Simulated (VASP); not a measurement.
Write the native input for VASP 6.6.1 that does the following.

```yaml
Task: single point
Functional: PBE
Potentials_or_basis: VASP PAW PBE potentials, release 64 (Hg)
Cutoff: 520 eV
k_mesh: 14 × 14 × 8
Occupations: fermi-dirac, width 0.05 eV
Spin: no spin polarisation
Dipole_correction: no
Further_INCAR_settings: ALGO = Normal; EDIFF = 1e-06; NBANDS = 19
```

The structure of Hg lies in POSCAR:

```
Hg
1.0
    2.8237647053      0.0000000000      0.0000000000
   -1.4118823527      2.4454519691      0.0000000000
    0.0000000000      0.0000000000      4.7124320756
Hg
2
Direct
    0.3333333333      0.6666666667      0.2500000000
    0.6666666667      0.3333333333      0.7500000000
```

This cell differs from its parent crystal: volume scaled by 0.52.

These files were run (other wordings do the same):

INCAR

```
  ALGO = Normal
  EDIFF = 1E-6
  ENCUT = 520
  GGA = PE
  ISIF = 2
  ISMEAR = -1
  LASPH = T
  LCHARG = F
  LREAL = F
  LWAVE = F
  NBANDS = 19
  NELM = 60
  PREC = Accurate
  SIGMA = 0.05
```

KPOINTS

```
k-points
0
Gamma
  14 14 8
```

Potentials or basis: VASP PAW PBE potentials, release 64 (Hg).

Launch:

```sh
$ cat potpaw_PBE.64/Hg/POTCAR > POTCAR
$ mpirun -np 1 vasp_std > vasp.out
```

Results of the run:

```json
{
  "Pressure": "60.8 GPa",
  "Band gap on the k mesh": "zero (band 12 reaches 7.75 eV, above the bottom of band 13 at 5.75 eV)"
}
```

Caveat: spin-orbit coupling is left out, which moves the levels of the heavy elements.

It took 56 s on 1 thread of Intel(R) Xeon(R) Platinum 8259CL CPU @ 2.50GHz (Skylake/Cascade Lake), with other jobs on the host, peak memory 0.19 GiB.
